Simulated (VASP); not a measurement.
CoO:

```
Co O
1.0
     1.60222    0.92504    2.56647
    -1.60222    0.92504    2.56647
     0.00000   -1.85008    2.56647
Co O
1 1
Direct
  0.99898 0.99898 0.99898
  0.75102 0.75102 0.75102
```

Base run:

```yaml
Program: VASP 6.6.1
Functional: PBEsol
Potentials_or_basis: VASP PAW PBE potentials, release 64 (Co, O)
Cutoff: 520 eV
k_mesh: 10 × 10 × 10
Occupations: fermi-dirac, width 0.05 eV
Spin: collinear spin, ferromagnetic start
Starting_moments: "[2.0, 0.0] μB"
Hubbard_terms: Co d U = 8.0 eV
```

Its results: band gap on the k mesh 1.24 eV; pressure 5.7 GPa; net moment 3.00 μB per cell; site moments Co +2.88; O +0.09 μB; largest force 0.422 eV/Å.

The run is repeated on the same cell with these changes: hubbard terms from Co d U = 8.0 eV to Co d U = 3.0 eV. What comes out?

Band gap on the k mesh 0.29 eV; pressure 3.6 GPa; net moment 3.00 μB per cell; site moments Co +2.67; O +0.22 μB; largest force 0.382 eV/Å.

Caveats: the cell stands under pressure; the PAW data sets were made with another functional, which shifts forces and pressure a little; a cell with one magnetic atom can't hold antiferromagnetic order, which such compounds often take.

A k mesh can miss the band edges.
